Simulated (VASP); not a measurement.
# I (Cmce) in VASP: notebook, part 2 of 2

VASP 6.6.1. Earlier steps stand in the parts before.

**6. Single point, PBE-based screened hybrid with 25 % exact exchange**

This run uses another cell than the first one, of 42.63 Å³/atom.

Contents of POSCAR:

```
I
1.0
    3.6350350000     -2.3950200000      0.0000000000
    3.6350350000      2.3950200000      0.0000000000
    0.0000000000      0.0000000000      9.7934400000
I
4
Direct
    0.6493000000      0.3507000000      0.3844000000
    0.1493000000      0.8507000000      0.1156000000
    0.3507000000      0.6493000000      0.6156000000
    0.8507000000      0.1493000000      0.8844000000
```

Contents of INCAR.step1:

```
ALGO = Normal ; EDIFF = 1E-5
ENCUT = 520 ; GGA = PE
ISIF = 2 ; ISMEAR = -1
LASPH = T ; LCHARG = F
LREAL = F ; LUSENCCL = F
LWAVE = T ; NBANDS = 22
NELM = 100 ; PREC = Accurate
SIGMA = 0.05
```

Contents of INCAR.step2:

```
AEXX = 0.25 ; ALGO = Normal
EDIFF = 1E-6 ; ENCUT = 520
GGA = PE ; HFSCREEN = 0.3
ISIF = 2 ; ISMEAR = -1
ISTART = 1 ; LASPH = T
LCHARG = F ; LHFCALC = T
LREAL = F ; LUSENCCL = F
LWAVE = F ; NBANDS = 22
NELM = 100 ; PREC = Accurate
PRECFOCK = Normal ; SIGMA = 0.05
```

Contents of KPOINTS:

```
k-points
0
Gamma
  4 4 2
```

Potentials or basis: VASP PAW PBE potentials, release 64 (I).

Run with:

```console
> cat potpaw_PBE.64/I/POTCAR > POTCAR
> cp INCAR.step1 INCAR
> mpirun -np 1 vasp_std > vasp.out
> cp INCAR.step2 INCAR
> mpirun -np 1 vasp_std > vasp.out
```

OUTCAR:

```text
AEXX = 0.25
   EDIFF = 1E-6
   ENCUT = 520
   GGA = PE
   HFSCREEN = 0.3
   ISIF = 2
   ISMEAR = -1
   ISTART = 1
   LASPH = T
   LHFCALC = T
   LREAL = F
   NELM = 100
   PREC = Accurate
   PRECFOCK = Normal

 ion  position               nearest neighbor table
   1  0.649  0.351  0.384-   3 2.68   2 3.56   2 3.56
   2  0.149  0.851  0.116-   4 2.68   1 3.56   1 3.56
   3  0.351  0.649  0.616-   1 2.68   4 3.56   4 3.56
   4  0.851  0.149  0.884-   2 2.68   3 3.56   3 3.56

  LATTYP: Found a base centered orthorhombic cell.
 ALAT       =     4.7900400000
 B/A-ratio  =     1.5177472422
 C/A-ratio  =     2.0445424255

  Lattice vectors:

 A1 = (  -3.6350350000,  -2.3950200000,   0.0000000000)
 A2 = (   3.6350350000,  -2.3950200000,   0.0000000000)
 A3 = (   0.0000000000,   0.0000000000,   9.7934400000)

Analysis of symmetry for initial positions (statically):
=====================================================================
 Subroutine PRICEL returns:
 Original cell was already a primitive cell.

 Routine SETGRP: Setting up the symmetry group for a
 base centered orthorhombic supercell.

 Subroutine GETGRP returns: Found  8 space group operations
 (whereof  4 operations were pure point group operations)
 out of a pool of  8 trial point group operations.

The static configuration has the point symmetry C_2h.
 The point group associated with its full space group is D_2h.

Analysis of symmetry for dynamics (positions and initial velocities):
=====================================================================
 Subroutine PRICEL returns:
 Original cell was already a primitive cell.

 Routine SETGRP: Setting up the symmetry group for a
 base centered orthorhombic supercell.

 Subroutine GETGRP returns: Found  8 space group operations
 (whereof  4 operations were pure point group operations)
 out of a pool of  8 trial point group operations.

The dynamic configuration has the point symmetry C_2h.
 The point group associated with its full space group is D_2h.

 Subroutine INISYM returns: Found  8 space group operations
 (whereof  4 operations are pure point group operations),
 and found     1 'primitive' translations

----------------------------------------------------------------------------------------

                                     Primitive cell

  volume of cell :     170.5230

  direct lattice vectors                    reciprocal lattice vectors
     3.635035000 -2.395020000  0.000000000     0.137550257 -0.208766524  0.000000000
     3.635035000  2.395020000  0.000000000     0.137550257  0.208766524 -0.000000000
     0.000000000  0.000000000  9.793440000    -0.000000000  0.000000000  0.102109167

  length of vectors
     4.353113857  4.353113857  9.793440000     0.250007070  0.250007070  0.102109167

  position of ions in fractional coordinates (direct lattice)
     0.649300000  0.350700000  0.384400000
     0.149300000  0.850700000  0.115600000
     0.350700000  0.649300000  0.615600000
     0.850700000  0.149300000  0.884400000

  ion indices of the primitive-cell ions
[... 40 lines left out ...]
  0.500000  0.500000  0.000000      1.000000
  0.000000  0.000000  0.500000      1.000000
  0.250000  0.000000  0.500000      4.000000
  0.500000  0.000000  0.500000      2.000000
  0.250000  0.250000  0.500000      2.000000
  0.500000  0.250000  0.500000      4.000000
 -0.250000  0.250000  0.500000      2.000000
  0.500000  0.500000  0.500000      1.000000
   k-points           NKPTS =     14   k-points in BZ     NKDIM =     32   number of bands    NBANDS=     22
   number of dos      NEDOS =    301   number of ions     NIONS =      4
   total plane-waves  NPLWV =  81920
   dimension x,y,z NGX =    32 NGY =   32 NGZ =   80
   dimension x,y,z NGXF=    64 NGYF=   64 NGZF=  160
   ions per type =               4
   NGX,Y,Z   is equivalent  to a cutoff of  12.22, 12.22, 13.58 a.u.
   NGXF,Y,Z  is equivalent  to a cutoff of  24.44, 24.44, 27.16 a.u.
 SYSTEM =  unknown system
   PREC   = accura    normal or accurate (medium, high low for compatibility)
   ISTART =      1    job   : 0-new  1-cont  2-samecut
   ICHARG =      0    charge: 1-file 2-atom 10-const
   ISPIN  =      1    spin polarized calculation?
   LNONCOLLINEAR =      F non collinear calculations
   LSORBIT =      F    spin-orbit coupling
   LASPH  =      T    aspherical Exc in radial PAW
   ENCUT  =  520.0 eV  38.22 Ry    6.18 a.u.   8.09  8.09 18.21*2*pi/ulx,y,z
   NELM   =    100;   NELMIN=  2; NELMDL=  0     # of ELM steps
   EDIFF  = 0.1E-05   stopping-criterion for ELM
   LREAL  =      F    real-space projection
   EDIFFG = 0.1E-04   stopping-criterion for IOM
   NSW    =      0    number of steps for IOM
   IBRION =     -1    ionic relax: 0-MD 1-quasi-New 2-CG
   NFREE  =      0    steps in history (QN), initial steepest desc. (CG)
   ISIF   =      2    stress and relaxation
   ISYM   =      3    0-nonsym 1-usesym 2-fastsym
   POTIM  = 0.5000    time-step for ionic-motion
   TEBEG  =    0.0;   TEEND  =   0.0 temperature during run
   PSTRESS=    0.0 pullay stress
   NELECT =      28.0000    total number of electrons
   NUPDOWN=      -1.0000    fix difference up-down
   EMIN   =  10.00;   EMAX   =-10.00  energy-range for DOS
   EFERMI =   0.00;   METHOD = LEGACY
   ISMEAR =    -1;   SIGMA  =   0.05  broadening in eV -4-tet -1-fermi 0-gaus
   EFERMI_NEDOS =   21; number of points for ismear=-14 and -15
   IALGO  =     38    algorithm
   IMIX   =      1    mixing-type and parameters
     AMIX     =   0.40;   BMIX     =  1.00
     AMIX_MAG =   1.60;   BMIX_MAG =  1.00
  volume/ion in A,a.u.               =      42.63       287.69
  Fermi-wavevector in a.u.,A,eV,Ry     =   0.896465  1.694073 10.934307  0.803649
  Thomas-Fermi vector in A             =   2.018926
   LORBIT       =      0    0 simple, 1 ext, 2 COOP (PROOUT), +10 PAW based schemes
   GGA     = PE    functional components
   LHFCALC =     T    Hartree Fock is set to
   PRECFOCK=normal    Normal, Fast or Accurate (Low or Medium for compatibility)
   ENCUT4O =  -1.0   cutoff for four orbital integrals eV
   NKREDX  =     1    reduce k-point grid by
   NKREDY  =     1    reduce k-point grid by
   NKREDZ  =     1    reduce k-point grid by
   AEXX    =    0.2500 exact exchange contribution
   HFSCREEN=    0.3000 screening length (either q_TF or 0.3 A-1)
   HFSCREENC=   0.3000 screening length for correlation (either q_TF or 0.3 A-1)
   ENCUTFOCK=  -1.0 apply spherical cutoff to Coloumb kernel
   IVDW    =     0    specifies the selected vdW correction
   LEPSILON=     F    determine dielectric tensor
   LRPA    =     F    only Hartree local field effects (RPA)
 non-spin polarized calculation
  energy-cutoff  :      520.00
  volume of cell :      170.52
 maximum number of plane-waves:      4632
  NGX = 28; NGY = 28; NGZ = 56

 number of electron      28.0000001 magnetization

 Free energy of the ion-electron system (eV)
  ---------------------------------------------------
  ext. energy  EPLUGINS =         0.00000000
  ---------------------------------------------------
  free energy    TOTEN  =        -7.65615229 eV

  energy without entropy =       -7.65615229  energy(sigma->0) =       -7.65615229

 E-fermi :   3.0059     XC(G=0):  -6.8607

 val. band max:        2.0075647029   @ k =   0.5000   0.0000   0.5000
 cond. band min:       3.9544822653   @ k =   0.5000   0.5000   0.0000
 fundamental gap:      1.9469175624
 Fermi energy:         3.0058812100

 k-point     1 :       0.0000    0.0000    0.0000
  band No.  band energies     occupation
      1     -12.6635      2.00000
      2     -12.1470      2.00000
      3     -10.3913      2.00000
      4      -9.3139      2.00000
      5      -2.7137      2.00000
      6      -1.2436      2.00000
[... 339 lines left out ...]
     21       9.9948      0.00000
     22       9.9948      0.00000

------------------------ aborting loop because EDIFF is reached ----------------------------------------

  FORCE on cell =-STRESS in cart. coord.  units (eV):
  Direction    XX          YY          ZZ          XY          YZ          ZX
  --------------------------------------------------------------------------------------
  -------------------------------------------------------------------------------------
  Total        1.1379280      0.7495537      1.1185882      0.0000000      0.0000000      0.0000000
  in kB       10.6915915      7.0425564     10.5098816      0.0000000      0.0000000      0.0000000
  external PRESSURE =       9.4146765 kB  Pullay stress =       0.0000000 kB

 VOLUME and BASIS-vectors are now :
 -----------------------------------------------------------------------------
  energy-cutoff  :      520.00
  volume of cell :      170.52
      direct lattice vectors                 reciprocal lattice vectors
     3.635035000 -2.395020000  0.000000000     0.137550257 -0.208766524  0.000000000
     3.635035000  2.395020000  0.000000000     0.137550257  0.208766524 -0.000000000
     0.000000000  0.000000000  9.793440000    -0.000000000  0.000000000  0.102109167

 POSITION                                       TOTAL-FORCE (eV/Angst)
 -----------------------------------------------------------------------------------
      3.63503     -0.71515      3.76460         0.000000     -0.121346     -0.304901
      3.63503      1.67987      1.13212         0.000000     -0.121346      0.304901
      3.63503      0.71515      6.02884         0.000000      0.121346      0.304901
      3.63503     -1.67987      8.66132         0.000000      0.121346     -0.304901
 -----------------------------------------------------------------------------------
    total drift:                                0.000000     -0.000000     -0.000000

  FREE ENERGIE OF THE ION-ELECTRON SYSTEM (eV)
  ---------------------------------------------------
  free  energy   TOTEN  =        -7.6561522879 eV

  energy  without entropy=       -7.6561522865  energy(sigma->0) =       -7.65615229
```

It took 12 min on 1 × NVIDIA H100 80GB with 1 thread of AMD EPYC 7R13 (Zen 3), shared host; peak memory 1.3 GiB.

What came out:

- Free energy: -7.6562 eV
- Pressure: 0.9 GPa
- Largest force: 0.328 eV/Å
- Band gap on the k mesh: 1.95 eV (least direct gap 2.13 eV)

Forces in eV/Å, atoms in the order of the input:
```
I    0.000 -0.121 -0.305
I    0.000 -0.121  0.305
I    0.000  0.121  0.305
I    0.000  0.121 -0.305
```

Stress tensor (GPa, compression positive):
```
1.07 0.00 0.00
0.00 0.70 0.00
0.00 0.00 1.05
```

Caveat: this functional lacks dispersion, which holds the molecules together, so the pressure and a relaxed volume are unreliable; the PAW data sets were made with another functional, which shifts forces and pressure a little; spin-orbit coupling is left out, which moves the levels of the heavy elements.

**7. Summary**

```tsv
level	potentials or basis	cell	k mesh	grid for exact exchange (PRECFOCK)	share of exact exchange	screening parameter	gap on the mesh (eV)	pressure (GPa)	largest force (eV/Å)
LDA	VASP PAW LDA potentials, release 64 (I)	a = 4.324, b = 4.324, c = 9.728 Å, angles 90.0, 90.0, 66.8°, 4 atoms	7 × 7 × 3	-	-	-	1.28	-0.4	0.91
RPBE	VASP PAW PBE potentials, release 64 (I)	a = 4.353, b = 4.353, c = 9.793 Å, angles 90.0, 90.0, 66.8°, 4 atoms	7 × 7 × 3	-	-	-	1.38	3.1	0.82
LDA	VASP PAW LDA potentials, release 64 (I)	a = 4.382, b = 4.382, c = 9.858 Å, angles 90.0, 90.0, 66.8°, 4 atoms	7 × 7 × 3	-	-	-	1.19	-1.3	0.56
LDA	VASP PAW LDA potentials, release 64 (I)	a = 4.438, b = 4.438, c = 9.986 Å, angles 90.0, 90.0, 66.8°, 4 atoms	7 × 7 × 3	-	-	-	1.11	-2.1	0.28
PBE-based screened hybrid with 25 % exact exchange	VASP PAW PBE potentials, release 64 (I)	a = 4.353, b = 4.353, c = 9.793 Å, angles 90.0, 90.0, 66.8°, 4 atoms	4 × 4 × 2	Normal	0.25	0.3 1/Å	1.95	0.9	0.33
```

Alike in all rows: task single point; no spin polarisation; cutoff (eV) 520; smearing fermi-dirac 0.05 eV.

Caveats: spin-orbit coupling is left out, which moves the levels of the heavy elements; an odd mesh through Γ misses points on the zone boundary, where band edges can lie (at least some runs); this functional lacks dispersion, which holds the molecules together, so the pressure and a relaxed volume are unreliable (at least some runs); the PAW data sets were made with another functional, which shifts forces and pressure a little (at least some runs); the cell stands under pressure (at least some runs).

Total energies depend on the potentials used, so only differences within one code and one set of settings carry meaning.
